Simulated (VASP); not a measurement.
# Sn in VASP: a series of runs

Sn is run at these levels: r2SCAN, HSE06; tasks: single point.

Everything below comes from runs of VASP 6.6.1. Logs are shortened: lines on timing, memory, paths and dates and some standing lists are left out, and cuts for length are marked.

**1. The cell of the first run**

Symmetry: I4_1/amd, No. 141, tetragonal system. The conventional cell has a = 4.434 Å, b = 4.434 Å, c = 6.569 Å, α = 90.00°, β = 90.00°, γ = 90.00°. Sn (site symmetry -4m2) has 4 Sn at 2.76 Å within 3.6 Å.

**2. Single point, r2SCAN (biaxial xy strain -4.5%)**

File POSCAR:

```
Sn
1.0
    0.0000000000      3.1353453049      3.2844597788
    3.1353453049      0.0000000000      3.2844597788
    3.1353453049      3.1353453049      0.0000000000
Sn
2
Direct
    0.0000000000      0.0000000000      0.0000000000
    0.2500000000      0.2500000000      0.2500000000
```

File INCAR.step1:

```
SYSTEM = Sn
ALGO = Normal
EDIFF = 1E-4
ENCUT = 520
GGA = PE
ISMEAR = -1
LASPH = .TRUE.
LCHARG = .FALSE.
LREAL = .FALSE.
LWAVE = .TRUE.
NBANDS = 21
NELM = 80
PREC = Accurate
SIGMA = 0.02
```

File INCAR.step2:

```
SYSTEM = Sn
ALGO = Normal
EDIFF = 1E-7
ENCUT = 520
ISIF = 2
ISMEAR = -1
ISTART = 1
LASPH = .TRUE.
LCHARG = .FALSE.
LMIXTAU = .TRUE.
LREAL = .FALSE.
LWAVE = .FALSE.
METAGGA = R2SCAN
NBANDS = 21
NELM = 80
PREC = Accurate
SIGMA = 0.02
```

File KPOINTS:

```
k-points
0
G
  6 6 6
  0 0 0
```

Potentials or basis: VASP PAW PBE potentials, release 64 (Sn_d).

The run is started by

```
> cat potpaw_PBE.64/Sn_d/POTCAR > POTCAR
> cp INCAR.step1 INCAR
> mpirun -np 1 vasp_std > vasp.out
> cp INCAR.step2 INCAR
> mpirun -np 1 vasp_std > vasp.out
```

OUTCAR:

```text
SYSTEM = Sn
   EDIFF = 1E-7
   ENCUT = 520
   ISIF = 2
   ISMEAR = -1
   ISTART = 1
   LASPH = .TRUE.
   LREAL = .FALSE.
   METAGGA = R2SCAN
   NELM = 80
   PREC = Accurate

 ion  position               nearest neighbor table
   1  0.000  0.000  0.000-   2 2.76   2 2.76   2 2.76   2 2.76
   2  0.250  0.250  0.250-   1 2.76   1 2.76   1 2.76   1 2.76

  LATTYP: Found a body centered tetragonal cell.
 ALAT       =     4.4340478529
 C/A-ratio  =     1.4814724097

  Lattice vectors:

 A1 = (  -3.1353453049,   0.0000000000,   3.2844597788)
 A2 = (   3.1353453049,   0.0000000000,   3.2844597788)
 A3 = (   0.0000000000,   3.1353453049,  -3.2844597788)

Analysis of symmetry for initial positions (statically):
=====================================================================
 Subroutine PRICEL returns:
 Original cell was already a primitive cell.

 Routine SETGRP: Setting up the symmetry group for a
 body centered tetragonal supercell.

 Subroutine GETGRP returns: Found 16 space group operations
 (whereof  8 operations were pure point group operations)
 out of a pool of 16 trial point group operations.

The static configuration has the point symmetry D_2d.
 The point group associated with its full space group is D_4h.

Analysis of symmetry for dynamics (positions and initial velocities):
=====================================================================
 Subroutine PRICEL returns:
 Original cell was already a primitive cell.

 Routine SETGRP: Setting up the symmetry group for a
 body centered tetragonal supercell.

 Subroutine GETGRP returns: Found 16 space group operations
 (whereof  8 operations were pure point group operations)
 out of a pool of 16 trial point group operations.

The dynamic configuration has the point symmetry D_2d.
 The point group associated with its full space group is D_4h.

 Subroutine INISYM returns: Found 16 space group operations
 (whereof  8 operations are pure point group operations),
 and found     1 'primitive' translations

----------------------------------------------------------------------------------------

                                     Primitive cell

  volume of cell :      64.5750

  direct lattice vectors                    reciprocal lattice vectors
     0.000000000  3.135345305  3.284459779    -0.159472068  0.159472068  0.152232036
[... 74 lines left out ...]
   NGX,Y,Z   is equivalent  to a cutoff of  13.18, 13.18, 13.50 a.u.
   NGXF,Y,Z  is equivalent  to a cutoff of  26.36, 26.36, 26.99 a.u.
 SYSTEM =  Sn
   PREC   = accura    normal or accurate (medium, high low for compatibility)
   ISTART =      1    job   : 0-new  1-cont  2-samecut
   ICHARG =      0    charge: 1-file 2-atom 10-const
   ISPIN  =      1    spin polarized calculation?
   LNONCOLLINEAR =      F non collinear calculations
   LSORBIT =      F    spin-orbit coupling
   LASPH  =      T    aspherical Exc in radial PAW
   ENCUT  =  520.0 eV  38.22 Ry    6.18 a.u.   8.44  8.44  8.24*2*pi/ulx,y,z
   NELM   =     80;   NELMIN=  2; NELMDL=  0     # of ELM steps
   EDIFF  = 0.1E-06   stopping-criterion for ELM
   LREAL  =      F    real-space projection
   EDIFFG = 0.1E-05   stopping-criterion for IOM
   NSW    =      0    number of steps for IOM
   IBRION =     -1    ionic relax: 0-MD 1-quasi-New 2-CG
   NFREE  =      0    steps in history (QN), initial steepest desc. (CG)
   ISIF   =      2    stress and relaxation
   ISYM   =      2    0-nonsym 1-usesym 2-fastsym
   POTIM  = 0.5000    time-step for ionic-motion
   TEBEG  =    0.0;   TEEND  =   0.0 temperature during run
   PSTRESS=    0.0 pullay stress
   NELECT =      28.0000    total number of electrons
   NUPDOWN=      -1.0000    fix difference up-down
   EMIN   =  10.00;   EMAX   =-10.00  energy-range for DOS
   EFERMI =   0.00;   METHOD = LEGACY
   ISMEAR =    -1;   SIGMA  =   0.02  broadening in eV -4-tet -1-fermi 0-gaus
   EFERMI_NEDOS =   21; number of points for ismear=-14 and -15
   IALGO  =     38    algorithm
   IMIX   =      4    mixing-type and parameters
     AMIX     =   0.40;   BMIX     =  1.00
     AMIX_MAG =   1.60;   BMIX_MAG =  1.00
  volume/ion in A,a.u.               =      32.29       217.89
  Fermi-wavevector in a.u.,A,eV,Ry     =   1.239099  2.341557 20.889921  1.535366
  Thomas-Fermi vector in A             =   2.373596
   LORBIT       =      0    0 simple, 1 ext, 2 COOP (PROOUT), +10 PAW based schemes
   METAGGA = R2SCAN    functional components
   LHFCALC =     F    Hartree Fock is set to
   AEXX    =    0.0000 exact exchange contribution
   IVDW    =     0    specifies the selected vdW correction
   LEPSILON=     F    determine dielectric tensor
   LRPA    =     F    only Hartree local field effects (RPA)
 non-spin polarized calculation
  energy-cutoff  :      520.00
  volume of cell :       64.58
 maximum number of plane-waves:      1754
 NGX is ok and might be reduce to    36
   NGX = 17   NGY = 17   NGZ = 17

 number of electron      28.0000009 magnetization

 Free energy of the ion-electron system (eV)
  ---------------------------------------------------
  ext. energy  EPLUGINS =         0.00000000
  ---------------------------------------------------
  free energy    TOTEN  =       -49.36129852 eV

  energy without entropy =      -49.36100192  energy(sigma->0) =      -49.36115022

 E-fermi :   6.3390     XC(G=0):  -9.8614

 val. band max:        6.3387609519   @ k =   0.0000   0.0000   0.0000
 cond. band min:       6.4486785233   @ k =   0.5000   0.0000   0.0000
 fundamental gap:      0.1099175714
 Fermi energy:         6.3390021508

 k-point     1 :       0.0000    0.0000    0.0000
  band No.  band energies     occupation
      1     -16.3227      2.00000
      2     -16.3227      2.00000
      3     -16.2985      2.00000
      4     -16.2456      2.00000
      5     -16.2341      2.00000
      6     -15.8866      2.00000
[... 565 lines left out ...]
     20      16.3047      0.00000
     21      16.8681      0.00000

 [... further k-points ...]
[... 5 lines left out ...]
  --------------------------------------------------------------------------------------
  -------------------------------------------------------------------------------------
  Total        2.2419220      2.2419220      1.5067404      0.0000000      0.0000000     -0.0000000
  in kB       55.6245347     55.6245347     37.3838758      0.0000000      0.0000000     -0.0000000
  external PRESSURE =      49.5443150 kB  Pullay stress =       0.0000000 kB

 VOLUME and BASIS-vectors are now :
 -----------------------------------------------------------------------------
  energy-cutoff  :      520.00
  volume of cell :       64.58
      direct lattice vectors                 reciprocal lattice vectors
     0.000000000  3.135345305  3.284459779    -0.159472068  0.159472068  0.152232036
     3.135345305  0.000000000  3.284459779     0.159472068 -0.159472068  0.152232036
     3.135345305  3.135345305  0.000000000     0.159472068  0.159472068 -0.152232036

 POSITION                                       TOTAL-FORCE (eV/Angst)
 -----------------------------------------------------------------------------------
      0.00000      0.00000      0.00000        -0.000000     -0.000000      0.000000
      1.56767      1.56767      1.64223         0.000000      0.000000     -0.000000
 -----------------------------------------------------------------------------------
    total drift:                                0.000000      0.000000      0.000000

  FREE ENERGIE OF THE ION-ELECTRON SYSTEM (eV)
  ---------------------------------------------------
  free  energy   TOTEN  =       -49.3612985182 eV

  energy  without entropy=      -49.3610019194  energy(sigma->0) =      -49.36115022
```

OUTCAR.step1:

```text
SYSTEM = Sn
   EDIFF = 1E-4
   ENCUT = 520
   GGA = PE
   ISMEAR = -1
   LASPH = .TRUE.
   LREAL = .FALSE.
[... 799 lines left out ...]
      0.00000      0.00000      0.00000         0.000000      0.000000      0.000000
      1.56767      1.56767      1.64223        -0.000000     -0.000000     -0.000000
 -----------------------------------------------------------------------------------
    total drift:                                0.000000      0.000000      0.000000

  FREE ENERGIE OF THE ION-ELECTRON SYSTEM (eV)
  ---------------------------------------------------
  free  energy   TOTEN  =        -7.4862109766 eV

  energy  without entropy=       -7.4857918451  energy(sigma->0) =       -7.48600141
```

Wall time 2.2 min (1 thread of Intel Xeon Platinum 8259CL at 2.50GHz (Skylake/Cascade Lake), shared host); peak memory 0.22 GiB.

What came out:

```yaml
Free_energy: -49.3613 eV
Pressure: 5.0 GPa
Band_gap_on_the_k_mesh: zero (filled and empty bands touch)
```

Stress tensor (GPa, compression positive):
```
5.56 0.00 0.00
0.00 5.56 0.00
0.00 0.00 3.74
```

Caveat: the cell differs from its parent crystal (biaxial xy strain -4.5%); the PAW data sets were made with another functional, which shifts forces and pressure a little; spin-orbit coupling is left out, which moves the levels of the heavy elements.

**3. Single point, r2SCAN (strain along [111] -2.6%)**

File POSCAR:

```
Sn
1.0
   -0.0560547802      3.2284049986      3.2284049986
    3.2284049986     -0.0560547802      3.2284049986
    3.2284049986      3.2284049986     -0.0560547802
Sn
2
Direct
   -0.0016046083     -0.0016046083     -0.0016046083
    0.2516046083      0.2516046083      0.2516046083
```

File INCAR.step1:

```
PREC     = Accurate       # precision mode
ENCUT    = 520            # plane-wave cutoff, eV
ISMEAR   = -1             # smearing method
SIGMA    = 0.02           # smearing width, eV
LREAL    = False          # projectors in reciprocal space
LASPH    = True           # aspherical terms in the spheres
NELM     = 60             # most SCF steps
NBANDS   = 21             # bands
GGA      = PE             # functional
ALGO     = Normal         # electronic algorithm
EDIFF    = 1E-4           # SCF threshold, eV
LWAVE    = True           # write WAVECAR
LCHARG   = False          # write CHGCAR
```

File INCAR.step2:

```
PREC     = Accurate       # precision mode
ENCUT    = 520            # plane-wave cutoff, eV
EDIFF    = 1E-7           # SCF threshold, eV
ISMEAR   = -1             # smearing method
SIGMA    = 0.02           # smearing width, eV
LREAL    = False          # projectors in reciprocal space
LASPH    = True           # aspherical terms in the spheres
NELM     = 60             # most SCF steps
ALGO     = Normal         # electronic algorithm
ISIF     = 2              # what is computed and relaxed
LWAVE    = False          # write WAVECAR
LCHARG   = True           # write CHGCAR
METAGGA  = R2SCAN         # meta-GGA
LMIXTAU  = True         
LELF     = True           # ELF
LVHAR    = True         
NBANDS   = 21             # bands
ISTART   = 1
```

File KPOINTS:

```
regular mesh
0
Gamma
  6 6 6
```

Potentials or basis: VASP PAW PBE potentials, release 64 (Sn_d).

The run is started by

```
> cat potpaw_PBE.64/Sn_d/POTCAR > POTCAR
> cp INCAR.step1 INCAR
> mpirun -np 1 vasp_std > vasp.out
> cp INCAR.step2 INCAR
> mpirun -np 1 vasp_std > vasp.out
```

Wall time 2.1 min (1 thread of Intel Xeon Platinum 8259CL at 2.50GHz (Skylake/Cascade Lake), shared host); peak memory 0.22 GiB.

The run converged. Its results:

```yaml
Free_energy: -49.4517 eV
Pressure: 1.2 GPa
Band_gap_on_the_k_mesh: zero (band 14 reaches 5.40 eV, above the bottom of band 15 at 5.34 eV)
```

Forces in eV/Å, atoms in the order of the input:
```
Sn   0.002  0.002  0.002
Sn  -0.002 -0.002 -0.002
```

Stress tensor (GPa, compression positive):
```
1.18 0.44 0.44
0.44 1.18 0.44
0.44 0.44 1.18
```

Levels at points of the mesh, in eV from the Fermi level:
```tsv
k point	band 11	band 12	band 13	band 14	band 15	band 16	band 17	band 18
(0.00, 0.00, 0.00)	-10.99	-0.39	0.00	0.00	0.23	2.24	2.24	2.41
(0.50, 0.00, 0.00)	-9.32	-6.50	-1.20	-1.08	0.27	3.46	3.47	6.07
(0.50, 0.50, 0.00)	-7.77	-7.73	-2.66	-2.48	0.87	1.13	8.06	8.20
(0.50, 0.50, 0.50)	-9.20	-6.43	-1.29	-1.29	-0.06	3.33	3.33	5.89
```

Caveat: the cell differs from its parent crystal (strain along [111] -2.6%); the PAW data sets were made with another functional, which shifts forces and pressure a little; spin-orbit coupling is left out, which moves the levels of the heavy elements.

**4. Single point, HSE06 (strain -1.1%)**

File POSCAR:

```
Sn
1.0
    0.0000000000      3.2480022753      3.2480022753
    3.2480022753      0.0000000000      3.2480022753
    3.2480022753      3.2480022753      0.0000000000
Sn
2
Direct
    0.0000000000      0.0000000000      0.0000000000
    0.2500000000      0.2500000000      0.2500000000
```

File INCAR.step1:

```
SYSTEM = Sn
PREC = Accurate
ENCUT = 520
EDIFF = 1E-5
ISMEAR = -1
SIGMA = 0.02
LREAL = .False.
LASPH = .True.
NELM = 100
ALGO = Normal
ISIF = 2
LWAVE = .True.
LCHARG = .False.
GGA = PE
NBANDS = 21
```

File INCAR.step2:

```
SYSTEM = Sn
PREC = Accurate
ENCUT = 520
EDIFF = 1E-6
ISMEAR = -1
SIGMA = 0.02
LREAL = .False.
LASPH = .True.
NELM = 100
ALGO = Normal
ISIF = 2
LWAVE = .False.
LCHARG = .False.
GGA = PE
LHFCALC = .True.
HFSCREEN = 0.2079
PRECFOCK = Normal
ISTART = 1
NBANDS = 21
```

File KPOINTS:

```
Automatic mesh
0
Gamma
  4 4 4
  0 0 0
```

The run is started by

```
> cat potpaw_PBE.64/Sn_d/POTCAR > POTCAR
> cp INCAR.step1 INCAR
> mpirun -np 1 vasp_std > vasp.out
> cp INCAR.step2 INCAR
> mpirun -np 1 vasp_std > vasp.out
```

It took 24 min on 1 thread of Intel Xeon Platinum 8259CL at 2.50GHz (Skylake/Cascade Lake), shared host; peak memory 0.31 GiB.

It converged, with:

```
Free energy            : -8.8561 eV
Pressure               : 1.8 GPa
Band gap on the k mesh : zero (filled and empty bands touch)
```

Levels at points of the mesh, in eV from the Fermi level:
```tsv
k point	band 12	band 13	band 14	band 15	band 16	band 17
(0.00, 0.00, 0.00)	-0.15	-0.01	-0.01	-0.01	2.60	2.60
(0.50, 0.00, 0.00)	-6.95	-1.32	-1.32	0.39	3.71	3.71
(0.50, 0.50, 0.00)	-8.30	-2.79	-2.79	1.17	1.17	8.64
```

Caveat: the k points lie up to 0.42 Å⁻¹ apart; the cell differs from its parent crystal (strain -1.1%); the PAW data sets were made with another functional, which shifts forces and pressure a little; spin-orbit coupling is left out, which moves the levels of the heavy elements.

**5. Overview**

```csv
level,cell,k mesh,grid for exact exchange (PRECFOCK),screening parameter,gap on the mesh (eV),pressure (GPa)
r2SCAN,"a = 4.541, b = 4.541, c = 4.434 Å, angles 60.8, 60.8, 58.5°, 2 atoms",6 × 6 × 6,-,-,none,5.0
r2SCAN,"a = 4.566 Å, angles 61.1°, 2 atoms",6 × 6 × 6,-,-,none,1.2
HSE06,"a = 4.593 Å, angles 60.0°, 2 atoms",4 × 4 × 4,Normal,0.2079 1/Å,none,1.8
```

Alike in all rows: task single point; potentials or basis VASP PAW PBE potentials, release 64 (Sn_d); no spin polarisation; cutoff (eV) 520; smearing fermi-dirac 0.02 eV.

Caveats: some runs use coarse meshes; the PAW data sets were made with another functional, which shifts forces and pressure a little; spin-orbit coupling is left out, which moves the levels of the heavy elements.

Absolute energies hang on the potentials; compare differences alone.
